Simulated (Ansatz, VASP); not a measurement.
Cs2SnI6: VASP beside Ansatz

```xyz
9
Lattice="0.0000 6.0196 6.0196 6.0196 0.0000 6.0196 6.0196 6.0196 0.0000" Properties=species:S:1:pos:R:3 pbc="T T T"
Cs    3.0098    3.0098    3.0098
Cs    9.0294    9.0294    9.0294
Sn    0.0000    0.0000    0.0000
I     2.9108    6.0196    6.0196
I     6.0196    2.9108    6.0196
I     9.1283    6.0196    6.0196
I     6.0196    9.1283    6.0196
I     6.0196    6.0196    2.9108
I     6.0196    6.0196    9.1283
```

Alike in both runs: functional PBE; k mesh 4 × 4 × 4; occupations gaussian, width 0.05 eV; no spin polarisation.

Ansatz relaxed the structure, and its values are those at the end. VASP's run is a single point on that final structure, the one shown.

```csv
,VASP,Ansatz
version,VASP 6.6.1,Ansatz 0.2.0
potentials or method,"VASP PAW PBE potentials, release 64 (Cs_sv, Sn_d, I), cutoff 500 eV","scalar-relativistic, plane waves, PAW"
valence electrons in the cell,74,134
```

```csv
,VASP,Ansatz,Ansatz less VASP
gap on the k mesh at the Fermi level (eV),0.26,0.25,-0.005
least direct gap on the mesh (eV),0.26,0.25,-0.005
pressure (GPa),0.0,0.0,-0.01
```

VASP's potentials hold 74 valence electrons a cell and Ansatz's 134, so a difference there can come from the potentials and not from the codes.

Neither program's run includes spin-orbit coupling.
